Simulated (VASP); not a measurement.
# Cr in VASP: single point with LDA

Aim: the single point of Cr with LDA.

Everything below comes from runs of VASP 6.6.1. Logs are shortened: lines on timing, memory, paths and dates and some standing lists are left out, and cuts for length are marked.

## 1. The cell of the first run

The typed cell holds 2 atoms: a = 2.599 Å, b = 2.599 Å, c = 3.989 Å, α = 97.13°, β = 97.13°, γ = 128.24°.

## 2. Single point, LDA, collinear spin, ferromagnetic start (volume scaled by 0.92)

Input file INCAR:

```
ALGO = Normal
EDIFF = 1E-6
ENCUT = 520
ISIF = 2
ISMEAR = -1
ISPIN = 2
LASPH = True
LCHARG = False
LMAXMIX = 4
LORBIT = 11
LREAL = False
LWAVE = False
MAGMOM = 1.5 1.5
NBANDS = 23
NELM = 150
PREC = Accurate
SIGMA = 0.05
```

Input file KPOINTS:

```
k-points
0
Gamma
  17 17 9
```

Input file POSCAR:

```
Cr
1.0
   -1.6534353361      1.6533613222      1.1344105857
    1.6533613222     -1.6534353361      1.1344105857
    2.7041475424      2.7041475424     -1.1345461423
Cr
2
Direct
    0.9999879136      0.0000120864      0.0000000000
    0.7500120864      0.2499879136      0.5000000000
```

Potentials or basis: VASP PAW LDA potentials, release 64 (Cr_pv).

Started as:

```sh
$ cat potpaw_LDA.64/Cr_pv/POTCAR > POTCAR
$ mpirun -np 1 vasp_std > vasp.out
```

OUTCAR:

```text
EDIFF = 1E-6
   ENCUT = 520
   ISIF = 2
   ISMEAR = -1
   ISPIN = 2
   LASPH = True
   LORBIT = 11
   LREAL = False
   NELM = 150
   PREC = Accurate

 ion  position               nearest neighbor table
   1  1.000  0.000  0.000-   2 2.31   2 2.31   2 2.31   2 2.31   2 2.81   2 2.81   2 2.81   2 2.81

   2  0.750  0.250  0.500-   1 2.31   1 2.31   1 2.31   1 2.31   1 2.81   1 2.81   1 2.81   1 2.81

  Warning from LATTYP: Got some problem with cell dimensions!
  Tried to take original basis but could not verify dimensions!
  LATTYP: Found a base centered monoclinic cell.
 ALAT       =     2.2688211738
 B/A-ratio  =     2.0612099077
 C/A-ratio  =     1.7580981202
 COS(beta)  =    -0.2843200187

  Lattice vectors:

 A1 = (   1.6534353361,  -1.6533613222,  -1.1344105857)
 A2 = (  -1.6533613222,   1.6534353361,  -1.1344105857)
 A3 = (   2.7040735285,   2.7040735285,   1.1342750291)

Analysis of symmetry for initial positions (statically):
=====================================================================
 Subroutine PRICEL returns:
 Original cell was already a primitive cell.

 Routine SETGRP: Setting up the symmetry group for a
 base centered monoclinic supercell.

 Subroutine GETGRP returns: Found  4 space group operations
 (whereof  2 operations were pure point group operations)
 out of a pool of  4 trial point group operations.

The static configuration has the point symmetry C_2 .
 The point group associated with its full space group is C_2h.

Analysis of symmetry for dynamics (positions and initial velocities):
=====================================================================
 Subroutine PRICEL returns:
 Original cell was already a primitive cell.

 Routine SETGRP: Setting up the symmetry group for a
 base centered monoclinic supercell.

 Subroutine GETGRP returns: Found  4 space group operations
 (whereof  2 operations were pure point group operations)
 out of a pool of  4 trial point group operations.

The dynamic configuration has the point symmetry C_2 .
 The point group associated with its full space group is C_2h.

Analysis of structural, dynamic, and magnetic symmetry:
=====================================================================
 Subroutine PRICEL returns:
 Original cell was already a primitive cell.

 Routine SETGRP: Setting up the symmetry group for a
 base centered monoclinic supercell.

 Subroutine GETGRP returns: Found  4 space group operations
 (whereof  2 operations were pure point group operations)
 out of a pool of  4 trial point group operations.

The overall configuration has the point symmetry C_2 .
[... 116 lines left out ...]
   EFERMI_NEDOS =   21; number of points for ismear=-14 and -15
   IALGO  =     38    algorithm
   IMIX   =      4    mixing-type and parameters
     AMIX     =   0.40;   BMIX     =  1.00
     AMIX_MAG =   1.60;   BMIX_MAG =  1.00
  volume/ion in A,a.u.               =      10.14        68.45
  Fermi-wavevector in a.u.,A,eV,Ry     =   1.731415  3.271900 40.787517  2.997798
  Thomas-Fermi vector in A             =   2.805786
   LORBIT       =     11    0 simple, 1 ext, 2 COOP (PROOUT), +10 PAW based schemes
   GGA     = CA    functional components
   LHFCALC =     F    Hartree Fock is set to
   AEXX    =    0.0000 exact exchange contribution
   IVDW    =     0    specifies the selected vdW correction
   LEPSILON=     F    determine dielectric tensor
   LRPA    =     F    only Hartree local field effects (RPA)
 spin polarized calculation
  energy-cutoff  :      520.00
  volume of cell :       20.29
 maximum number of plane-waves:       562
   NGX =  9   NGY =  9   NGZ = 15

 number of electron      24.0000004 magnetization      -0.0001271

 number of electron      24.0000004 magnetization       0.0000959

 Free energy of the ion-electron system (eV)
  ---------------------------------------------------
  ext. energy  EPLUGINS =         0.00000000
  ---------------------------------------------------
  free energy    TOTEN  =       -20.72182973 eV

  energy without entropy =      -20.70929195  energy(sigma->0) =      -20.71556084

 E-fermi :  12.6252     XC(G=0): -14.7553

 val. band max:       12.6227482177   @ k =   0.1765   0.1176   0.0000
 cond. band min:      12.6295506269   @ k =  -0.4706   0.0000   0.1111
 fundamental gap:      0.0068024091
 Fermi energy:        12.6251592251

 spin component 1

 k-point     1 :       0.0000    0.0000    0.0000
  band No.  band energies     occupation
      1     -30.7658      1.00000
      2     -29.8035      1.00000
      3     -29.3927      1.00000
      4     -29.2253      1.00000
      5     -29.2185      1.00000
      6     -29.1529      1.00000
[... 613 lines left out ...]
     22      29.5598      0.00000
     23      34.5702      0.00000

 [... further k-points ...]

 spin component 2

 k-point     1 :       0.0000    0.0000    0.0000
  band No.  band energies     occupation
      1     -30.7658      1.00000
      2     -29.8035      1.00000
      3     -29.3928      1.00000
      4     -29.2253      1.00000
      5     -29.2185      1.00000
      6     -29.1530      1.00000
[... 613 lines left out ...]
     22      29.5598      0.00000
     23      34.5703      0.00000

 [... further k-points ...]
[... 5 lines left out ...]
  --------------------------------------------------------------------------------------
  -------------------------------------------------------------------------------------
  Total        3.6096415      3.6096415      3.5837271      0.1002943      0.0046173      0.0046173
  in kB      285.0640568    285.0640568    283.0175181      7.9205379      0.3646422      0.3646450
  external PRESSURE =     284.3818773 kB  Pullay stress =       0.0000000 kB

 VOLUME and BASIS-vectors are now :
 -----------------------------------------------------------------------------
  energy-cutoff  :      520.00
  volume of cell :       20.29
      direct lattice vectors                 reciprocal lattice vectors
    -1.653435336  1.653361322  1.134410586    -0.058740844  0.243666623  0.440763556
     1.653361322 -1.653435336  1.134410586     0.243666623 -0.058740844  0.440763556
     2.704147542  2.704147542 -1.134546142     0.184903684  0.184903684  0.000012064

 POSITION                                       TOTAL-FORCE (eV/Angst)
 -----------------------------------------------------------------------------------
     -1.65340      1.65332      1.13441         0.001404     -0.001404      0.000000
      0.52530      2.17878      0.56714        -0.001404      0.001404     -0.000000
 -----------------------------------------------------------------------------------
    total drift:                                0.000000     -0.000000      0.000000

  FREE ENERGIE OF THE ION-ELECTRON SYSTEM (eV)
  ---------------------------------------------------
  free  energy   TOTEN  =       -20.7218297326 eV

  energy  without entropy=      -20.7092919498  energy(sigma->0) =      -20.71556084

 total charge

# of ion       s       p       d       tot
------------------------------------------
    1        0.476   6.473   4.466  11.414
    2        0.476   6.473   4.466  11.414
--------------------------------------------------
tot          0.951  12.945   8.931  22.828

 magnetization (x)

# of ion       s       p       d       tot
------------------------------------------
    1       -0.000   0.000   0.000   0.000
    2       -0.000   0.000   0.000   0.000
--------------------------------------------------
tot         -0.000   0.000   0.000   0.000
```

Run time: 7 min. Hardware: 1 thread of Intel Xeon 6975P-C, shared host; peak memory 0.49 GiB.

Results:

| Quantity | Value |
| --- | --- |
| Free energy | -20.7218 eV |
| Pressure | 28.4 GPa |
| Band gap on the k mesh | zero (filled and empty bands overlap) |
| Net moment | 0.00 μB per cell |
| Valence electrons inside the program's atomic spheres | Cr 11.41 |

Caveat: the starting moments collapsed, and a magnetic state may lie lower.
